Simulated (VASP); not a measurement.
# SnO (P4/nmm) in VASP: a series of runs

Runs on SnO. Level: LDA. Tasks: electric field gradients.

Program: VASP 6.6.1. These are calculated values, not measurements. Logs are shortened: lines on timing, memory, paths and dates and some standing lists are left out, and cuts for length are marked.

**1. The cell of the first run**

Symmetry: P4/nmm, No. 129, tetragonal system. Conventional cell: a = 3.724 Å, b = 3.724 Å, c = 4.737 Å, α = 90.00°, β = 90.00°, γ = 90.00°. Sn (site symmetry 4mm) has 4 O at 2.18 Å within 2.9 Å. Within 2.9 Å of O (site symmetry -4m2) lie 4 Sn at 2.18 Å and 4 O at 2.63 Å.

**2. Electric field gradients, LDA (volume scaled by 0.94)**

File INCAR:

```
PREC = Accurate ; ENCUT = 520
EDIFF = 1E-8 ; ISMEAR = -1
SIGMA = 0.02 ; LREAL = F
LASPH = T ; NELM = 60
ALGO = Normal ; ISIF = 2
LWAVE = F ; LCHARG = F
LEFG = T ; NBANDS = 28
```

File KPOINTS:

```
regular mesh
0
Gamma
  6 6 5
```

File POSCAR:

```
SnO
1.0
    3.7243863853      0.0000000000      0.0000000000
    0.0000000000      3.7243863853      0.0000000000
    0.0000000000      0.0000000000      4.7372784218
Sn O
2 2
Direct
    0.0000000000      0.5000000000      0.2385000000
    0.5000000000      0.0000000000      0.7615000000
    0.0000000000      0.0000000000      0.0000000000
    0.5000000000      0.5000000000      0.0000000000
```

Potentials or basis: VASP PAW LDA potentials, release 64 (Sn_d, O).

On the command line:

```console
$ cat potpaw_LDA.64/Sn_d/POTCAR potpaw_LDA.64/O/POTCAR > POTCAR
$ mpirun -np 1 vasp_std > vasp.out
```

OUTCAR:

```text
PREC = Accurate
   ENCUT = 520
   EDIFF = 1E-8
   ISMEAR = -1
   LREAL = F
   LASPH = T
   NELM = 60
   ISIF = 2

 ion  position               nearest neighbor table
   1  0.000  0.500  0.239-   3 2.18   4 2.18   3 2.18   4 2.18   2 3.47   2 3.47   2 3.47   2 3.47
                             2 3.62   2 3.62   2 3.62   2 3.62
   2  0.500  0.000  0.761-   3 2.18   4 2.18   4 2.18   3 2.18   1 3.47   1 3.47   1 3.47   1 3.47
                             1 3.62   1 3.62   1 3.62   1 3.62
   3  0.000  0.000  0.000-   1 2.18   2 2.18   1 2.18   2 2.18
   4  0.500  0.500  0.000-   1 2.18   2 2.18   2 2.18   1 2.18

  LATTYP: Found a simple tetragonal cell.
 ALAT       =     3.7243863853
 C/A-ratio  =     1.2719621252

  Lattice vectors:

 A1 = (   3.7243863853,   0.0000000000,   0.0000000000)
 A2 = (   0.0000000000,   3.7243863853,   0.0000000000)
 A3 = (   0.0000000000,   0.0000000000,   4.7372784218)

Analysis of symmetry for initial positions (statically):
=====================================================================
 Subroutine PRICEL returns:
 Original cell was already a primitive cell.

 Routine SETGRP: Setting up the symmetry group for a
 simple tetragonal supercell.

 Subroutine GETGRP returns: Found 16 space group operations
 (whereof  8 operations were pure point group operations)
 out of a pool of 16 trial point group operations.

The static configuration has the point symmetry D_2d.
 The point group associated with its full space group is D_4h.

Analysis of symmetry for dynamics (positions and initial velocities):
=====================================================================
 Subroutine PRICEL returns:
 Original cell was already a primitive cell.

 Routine SETGRP: Setting up the symmetry group for a
 simple tetragonal supercell.

 Subroutine GETGRP returns: Found 16 space group operations
 (whereof  8 operations were pure point group operations)
 out of a pool of 16 trial point group operations.

The dynamic configuration has the point symmetry D_2d.
 The point group associated with its full space group is D_4h.

 Subroutine INISYM returns: Found 16 space group operations
 (whereof  8 operations are pure point group operations),
 and found     1 'primitive' translations

----------------------------------------------------------------------------------------

                                     Primitive cell

  volume of cell :      65.7110

  direct lattice vectors                    reciprocal lattice vectors
     3.724386385  0.000000000  0.000000000     0.268500606  0.000000000  0.000000000
     0.000000000  3.724386385  0.000000000     0.000000000  0.268500606  0.000000000
     0.000000000  0.000000000  4.737278422     0.000000000  0.000000000  0.211091667

  length of vectors
     3.724386385  3.724386385  4.737278422     0.268500606  0.268500606  0.211091667

  position of ions in fractional coordinates (direct lattice)
     0.000000000  0.500000000  0.238500000
     0.500000000  0.000000000  0.761500000
     0.000000000  0.000000000  0.000000000
     0.500000000  0.500000000  0.000000000

  ion indices of the primitive-cell ions
   primitive index   ion index
                 1           1
                 2           2
                 3           3
                 4           4

----------------------------------------------------------------------------------------

 KPOINTS: regular mesh

Automatic generation of k-mesh.
 Grid dimensions read from file:
 generate k-points for:    6    6    5

 Generating k-lattice:

  Cartesian coordinates                     Fractional coordinates (reciprocal lattice)
     0.044750101  0.000000000  0.000000000     0.166666667  0.000000000  0.000000000
     0.000000000  0.044750101  0.000000000     0.000000000  0.166666667  0.000000000
[... 45 lines left out ...]
   ions per type =               2   2
   NGX,Y,Z   is equivalent  to a cutoff of  12.50, 12.50, 12.63 a.u.
   NGXF,Y,Z  is equivalent  to a cutoff of  25.00, 25.00, 25.27 a.u.
 SYSTEM =  unknown system
   PREC   = accura    normal or accurate (medium, high low for compatibility)
   ISTART =      0    job   : 0-new  1-cont  2-samecut
   ICHARG =      2    charge: 1-file 2-atom 10-const
   ISPIN  =      1    spin polarized calculation?
   LNONCOLLINEAR =      F non collinear calculations
   LSORBIT =      F    spin-orbit coupling
   LASPH  =      T    aspherical Exc in radial PAW
   ENCUT  =  520.0 eV  38.22 Ry    6.18 a.u.   6.92  6.92  8.81*2*pi/ulx,y,z
   NELM   =     60;   NELMIN=  2; NELMDL= -5     # of ELM steps
   EDIFF  = 0.1E-07   stopping-criterion for ELM
   LREAL  =      F    real-space projection
   EDIFFG = 0.1E-06   stopping-criterion for IOM
   NSW    =      0    number of steps for IOM
   IBRION =     -1    ionic relax: 0-MD 1-quasi-New 2-CG
   NFREE  =      0    steps in history (QN), initial steepest desc. (CG)
   ISIF   =      2    stress and relaxation
   ISYM   =      2    0-nonsym 1-usesym 2-fastsym
   POTIM  = 0.5000    time-step for ionic-motion
   TEBEG  =    0.0;   TEEND  =   0.0 temperature during run
   PSTRESS=    0.0 pullay stress
   NELECT =      40.0000    total number of electrons
   NUPDOWN=      -1.0000    fix difference up-down
   EMIN   =  10.00;   EMAX   =-10.00  energy-range for DOS
   EFERMI =   0.00;   METHOD = LEGACY
   ISMEAR =    -1;   SIGMA  =   0.02  broadening in eV -4-tet -1-fermi 0-gaus
   EFERMI_NEDOS =   21; number of points for ismear=-14 and -15
   IALGO  =     38    algorithm
   IMIX   =      4    mixing-type and parameters
     AMIX     =   0.40;   BMIX     =  1.00
     AMIX_MAG =   1.60;   BMIX_MAG =  1.00
  volume/ion in A,a.u.               =      16.43       110.86
  Fermi-wavevector in a.u.,A,eV,Ry     =   1.387444  2.621888 26.191216  1.925000
  Thomas-Fermi vector in A             =   2.511664
   LORBIT       =      0    0 simple, 1 ext, 2 COOP (PROOUT), +10 PAW based schemes
   GGA     = CA    functional components
   LHFCALC =     F    Hartree Fock is set to
   AEXX    =    0.0000 exact exchange contribution
   IVDW    =     0    specifies the selected vdW correction
   LEPSILON=     F    determine dielectric tensor
   LRPA    =     F    only Hartree local field effects (RPA)
 non-spin polarized calculation
  energy-cutoff  :      520.00
  volume of cell :       65.71
 maximum number of plane-waves:      1788
 NGX is ok and might be reduce to    28
   NGX = 13   NGY = 13   NGZ = 17

 number of electron      40.0000008 magnetization

 Free energy of the ion-electron system (eV)
  ---------------------------------------------------
  ext. energy  EPLUGINS =         0.00000000
  ---------------------------------------------------
  free energy    TOTEN  =       -25.69136486 eV

  energy without entropy =      -25.69070977  energy(sigma->0) =      -25.69103731

 E-fermi :   7.7796     XC(G=0): -10.9904

 val. band max:        7.7599014399   @ k =   0.1667   0.0000   0.0000
 cond. band min:       7.8178680487   @ k =   0.0000   0.0000   0.0000
 fundamental gap:      0.0579666087
 Fermi energy:         7.7795643778

 k-point     1 :       0.0000    0.0000    0.0000
  band No.  band energies     occupation
      1     -14.4188      2.00000
      2     -13.8619      2.00000
      3     -13.8619      2.00000
      4     -13.8503      2.00000
      5     -13.7893      2.00000
      6     -13.7787      2.00000
[... 733 lines left out ...]
     27      16.8755      0.00000
     28      16.8755      0.00000

 [... further k-points ...]

------------------------ aborting loop because EDIFF is reached ----------------------------------------

  FORCE on cell =-STRESS in cart. coord.  units (eV):
  Direction    XX          YY          ZZ          XY          YZ          ZX
  --------------------------------------------------------------------------------------
  -------------------------------------------------------------------------------------
  Total        1.7831919      1.7831919      1.2780632      0.0000000      0.0000000      0.0000000
  in kB       43.4780729     43.4780729     31.1619435      0.0000000      0.0000000      0.0000000
  external PRESSURE =      39.3726964 kB  Pullay stress =       0.0000000 kB

 VOLUME and BASIS-vectors are now :
 -----------------------------------------------------------------------------
  energy-cutoff  :      520.00
  volume of cell :       65.71
      direct lattice vectors                 reciprocal lattice vectors
     3.724386385  0.000000000  0.000000000     0.268500606  0.000000000  0.000000000
     0.000000000  3.724386385  0.000000000     0.000000000  0.268500606  0.000000000
     0.000000000  0.000000000  4.737278422     0.000000000  0.000000000  0.211091667

 POSITION                                       TOTAL-FORCE (eV/Angst)
 -----------------------------------------------------------------------------------
      0.00000      1.86219      1.12984         0.000000      0.000000      0.824077
      1.86219      0.00000      3.60744         0.000000      0.000000     -0.824077
      0.00000      0.00000      0.00000         0.000000      0.000000      0.000000
      1.86219      1.86219      0.00000        -0.000000     -0.000000      0.000000
 -----------------------------------------------------------------------------------
    total drift:                                0.000000      0.000000      0.000000

  FREE ENERGIE OF THE ION-ELECTRON SYSTEM (eV)
  ---------------------------------------------------
  free  energy   TOTEN  =       -25.6913648566 eV

  energy  without entropy=      -25.6907097734  energy(sigma->0) =      -25.69103731

 Electric field gradients (V/A^2)
---------------------------------------------------------------------
 ion       V_xx      V_yy      V_zz      V_xy      V_xz      V_yz
---------------------------------------------------------------------
   1      86.070    86.070  -172.140    -0.000     0.000    -0.000
   2      86.070    86.070  -172.140     0.000     0.000    -0.000
   3      -1.594    -1.594     3.189    -0.000     0.000     0.000
   4      -1.594    -1.594     3.189     0.000    -0.000    -0.000
---------------------------------------------------------------------

 Electric field gradients after diagonalization (V/A^2)
 (convention: |V_zz| > |V_xx| > |V_yy|)
----------------------------------------------------------------------
 ion       V_xx      V_yy      V_zz     asymmetry (V_yy - V_xx)/ V_zz
----------------------------------------------------------------------
   1      86.070    86.070  -172.140       0.000
   2      86.070    86.070  -172.140       0.000
   3      -1.594    -1.594     3.189       0.000
   4      -1.594    -1.594     3.189       0.000
----------------------------------------------------------------------

           NMR quadrupolar parameters

 Cq : quadrupolar parameter    Cq=e*Q*V_zz/h
 eta: asymmetry parameters     (V_yy - V_xx)/ V_zz
 Q  : nuclear electric quadrupole moment in mb (millibarn)
----------------------------------------------------------------------
 ion       Cq(MHz)       eta       Q (mb)
----------------------------------------------------------------------
   1      -0.416       0.000       1.000
   2      -0.416       0.000       1.000
   3       0.008       0.000       1.000
   4       0.008       0.000       1.000
----------------------------------------------------------------------
```

Run time: 24 s. Hardware: 1 thread of Intel Xeon 6975P-C (Granite Rapids), shared host; peak memory 0.17 GiB.

Results:

| Property | Result |
| --- | --- |
| Free energy | -25.6914 eV |
| Pressure | 3.9 GPa |
| Largest force | 0.824 eV/Å |
| Band gap on the k mesh | zero (band 20 reaches 7.82 eV, above the bottom of band 21 at 7.70 eV) |

Forces on the atoms (eV/Å):
```
Sn   0.000  0.000  0.824
Sn   0.000  0.000 -0.824
O    0.000  0.000  0.000
O    0.000  0.000  0.000
```

Stress tensor (GPa, compression positive):
```
4.35 0.00 0.00
0.00 4.35 0.00
0.00 0.00 3.12
```

Electric field gradients, principal values (V/Å²):
| atom | least | middle | greatest (by size) |
| --- | --- | --- | --- |
| 1 Sn | 86.070 | 86.070 | -172.140 |
| 2 Sn | 86.070 | 86.070 | -172.140 |
| 3 O | -1.594 | -1.594 | 3.189 |
| 4 O | -1.594 | -1.594 | 3.189 |

Caveat: without QUAD_EFG the Cq values of the log hold for a quadrupole moment of 1 mb, not for the nuclei; spin-orbit coupling is left out, which moves the levels of the heavy elements.

**3. Electric field gradients, LDA (volume scaled by 0.94)**

File INCAR:

```
SYSTEM = SnO
PREC = Accurate
ENCUT = 520
EDIFF = 1E-8
ISMEAR = -1
SIGMA = 0.02
LREAL = .FALSE.
LASPH = .TRUE.
NELM = 80
ALGO = Normal
ISIF = 2
LWAVE = .FALSE.
LCHARG = .FALSE.
GGA = CA
LEFG = .TRUE.
NBANDS = 28
```

File KPOINTS:

```
regular mesh
0
G
  6 6 5
  0 0 0
```

POSCAR is that of step 2.

Potentials or basis: VASP PAW LDA potentials, release 64 (Sn_d, O).

On the command line:

```console
$ cat potpaw_LDA.64/Sn_d/POTCAR potpaw_LDA.64/O/POTCAR > POTCAR
$ mpirun -np 1 vasp_std > vasp.out
```

OUTCAR:

```text
SYSTEM = SnO
   PREC = Accurate
   ENCUT = 520
   EDIFF = 1E-8
   ISMEAR = -1
   LREAL = .FALSE.
   LASPH = .TRUE.
   NELM = 80
   ISIF = 2
   GGA = CA

 ion  position               nearest neighbor table
   1  0.000  0.500  0.239-   3 2.18   4 2.18   3 2.18   4 2.18   2 3.47   2 3.47   2 3.47   2 3.47
                             2 3.62   2 3.62   2 3.62   2 3.62
   2  0.500  0.000  0.761-   3 2.18   4 2.18   4 2.18   3 2.18   1 3.47   1 3.47   1 3.47   1 3.47
                             1 3.62   1 3.62   1 3.62   1 3.62
   3  0.000  0.000  0.000-   1 2.18   2 2.18   1 2.18   2 2.18
   4  0.500  0.500  0.000-   1 2.18   2 2.18   2 2.18   1 2.18

  LATTYP: Found a simple tetragonal cell.
 ALAT       =     3.7243863853
 C/A-ratio  =     1.2719621252

  Lattice vectors:

 A1 = (   3.7243863853,   0.0000000000,   0.0000000000)
 A2 = (   0.0000000000,   3.7243863853,   0.0000000000)
 A3 = (   0.0000000000,   0.0000000000,   4.7372784218)

Analysis of symmetry for initial positions (statically):
=====================================================================
[... 953 lines left out ...]
      1.86219      0.00000      3.60744         0.000000      0.000000     -0.824077
      0.00000      0.00000      0.00000         0.000000      0.000000      0.000000
      1.86219      1.86219      0.00000        -0.000000     -0.000000      0.000000
 -----------------------------------------------------------------------------------
    total drift:                                0.000000      0.000000      0.000000

  FREE ENERGIE OF THE ION-ELECTRON SYSTEM (eV)
  ---------------------------------------------------
  free  energy   TOTEN  =       -25.6913648566 eV

  energy  without entropy=      -25.6907097734  energy(sigma->0) =      -25.69103731

 Electric field gradients (V/A^2)
---------------------------------------------------------------------
 ion       V_xx      V_yy      V_zz      V_xy      V_xz      V_yz
---------------------------------------------------------------------
   1      86.070    86.070  -172.140    -0.000     0.000    -0.000
   2      86.070    86.070  -172.140     0.000     0.000    -0.000
   3      -1.594    -1.594     3.189    -0.000     0.000     0.000
   4      -1.594    -1.594     3.189     0.000    -0.000    -0.000
---------------------------------------------------------------------

 Electric field gradients after diagonalization (V/A^2)
 (convention: |V_zz| > |V_xx| > |V_yy|)
----------------------------------------------------------------------
 ion       V_xx      V_yy      V_zz     asymmetry (V_yy - V_xx)/ V_zz
----------------------------------------------------------------------
   1      86.070    86.070  -172.140       0.000
   2      86.070    86.070  -172.140       0.000
   3      -1.594    -1.594     3.189       0.000
   4      -1.594    -1.594     3.189       0.000
----------------------------------------------------------------------

           NMR quadrupolar parameters

 Cq : quadrupolar parameter    Cq=e*Q*V_zz/h
 eta: asymmetry parameters     (V_yy - V_xx)/ V_zz
 Q  : nuclear electric quadrupole moment in mb (millibarn)
----------------------------------------------------------------------
 ion       Cq(MHz)       eta       Q (mb)
----------------------------------------------------------------------
   1      -0.416       0.000       1.000
   2      -0.416       0.000       1.000
   3       0.008       0.000       1.000
   4       0.008       0.000       1.000
----------------------------------------------------------------------
```

OSZICAR:

```text
N       E                     dE             d eps       ncg     rms          rms(c)
DAV:   1     0.410930248510E+03    0.41093E+03   -0.19873E+04  1756   0.225E+03
DAV:   2     0.303718168886E+02   -0.38056E+03   -0.36528E+03  1752   0.541E+02
DAV:   3    -0.265509208911E+02   -0.56923E+02   -0.55887E+02  1892   0.178E+02
DAV:   4    -0.291635863021E+02   -0.26127E+01   -0.26016E+01  1936   0.408E+01
DAV:   5    -0.292271873687E+02   -0.63601E-01   -0.63595E-01  1864   0.680E+00    0.115E+01
DAV:   6    -0.257714464580E+02    0.34557E+01   -0.14692E+01  2716   0.442E+01    0.493E+00
DAV:   7    -0.257433344076E+02    0.28112E-01   -0.17813E+00  2000   0.844E+00    0.245E+00
DAV:   8    -0.257049207969E+02    0.38414E-01   -0.31026E-01  2328   0.388E+00    0.789E-01
DAV:   9    -0.256909693845E+02    0.13951E-01   -0.46927E-02  2580   0.255E+00    0.207E-01
DAV:  10    -0.256915973103E+02   -0.62793E-03   -0.59161E-03  2388   0.709E-01    0.114E-01
DAV:  11    -0.256913492276E+02    0.24808E-03   -0.10991E-03  2592   0.363E-01    0.218E-02
DAV:  12    -0.256913730495E+02   -0.23822E-04   -0.22958E-04  1888   0.871E-02    0.290E-02
DAV:  13    -0.256913646139E+02    0.84356E-05   -0.39709E-05  2308   0.671E-02    0.157E-03
DAV:  14    -0.256913648881E+02   -0.27421E-06   -0.31233E-06  1944   0.138E-02    0.211E-03
DAV:  15    -0.256913648700E+02    0.18029E-07   -0.25481E-07  2408   0.461E-03    0.150E-03
DAV:  16    -0.256913648565E+02    0.13533E-07   -0.41694E-08  1700   0.197E-03    0.437E-04
DAV:  17    -0.256913648566E+02   -0.49113E-10   -0.96419E-09   876   0.632E-04
   1 F= -.25691365E+02 E0= -.25691037E+02  d E =-.655083E-03
```

stdout:

```text
POSCAR found type information on POSCAR SnO
 POSCAR found :  2 types and       4 ions
 scaLAPACK will be used
 LDA part: xc-table for (Slater(with rela. corr.)+CA(PZ))
 , standard interpolation
 POSCAR, INCAR and KPOINTS ok, starting setup
 FFT: planning ... GRIDC
 FFT: planning ... GRID_SOFT
 FFT: planning ... GRID
 WAVECAR not read
 entering main loop
ion   1

ion   2

ion   3

ion   4
```

Run time: 24 s. Hardware: 1 thread of Intel Xeon 6975P-C (Granite Rapids), shared host; peak memory 0.17 GiB.

What came out:

```yaml
Free_energy: -25.6914 eV
Pressure: 3.9 GPa
Largest_force: 0.824 eV/Å
Band_gap_on_the_k_mesh: zero (band 20 reaches 7.82 eV, above the bottom of band 21 at 7.70 eV)
```

Forces in eV/Å, atoms in the order of the input:
```
Sn   0.000  0.000  0.824
Sn   0.000  0.000 -0.824
O    0.000  0.000  0.000
O    0.000  0.000  0.000
```

Levels at points of the mesh, in eV from the Fermi level:
| k point | band 16 | band 17 | band 18 | band 19 | band 20 | band 21 | band 22 | band 23 | band 24 | band 25 |
| --- | --- | --- | --- | --- | --- | --- | --- | --- | --- | --- |
| (0.00, 0.00, 0.00) | -6.92 | -3.88 | -3.57 | -3.57 | 0.04 | 2.24 | 4.22 | 4.75 | 4.75 | 5.71 |
| (0.50, 0.00, 0.00) | -5.56 | -5.38 | -5.38 | -2.98 | -2.98 | 3.27 | 3.27 | 6.05 | 6.05 | 6.07 |
| (0.50, 0.50, 0.00) | -5.72 | -2.86 | -2.86 | -1.96 | -1.96 | -0.08 | -0.08 | 4.34 | 4.34 | 7.45 |

Electric field gradients, principal values (V/Å²):
```tsv
atom	least	middle	greatest (by size)
1 Sn	86.070	86.070	-172.140
2 Sn	86.070	86.070	-172.140
3 O	-1.594	-1.594	3.189
4 O	-1.594	-1.594	3.189
```

Caveat: without QUAD_EFG the Cq values of the log hold for a quadrupole moment of 1 mb, not for the nuclei; spin-orbit coupling is left out, which moves the levels of the heavy elements.
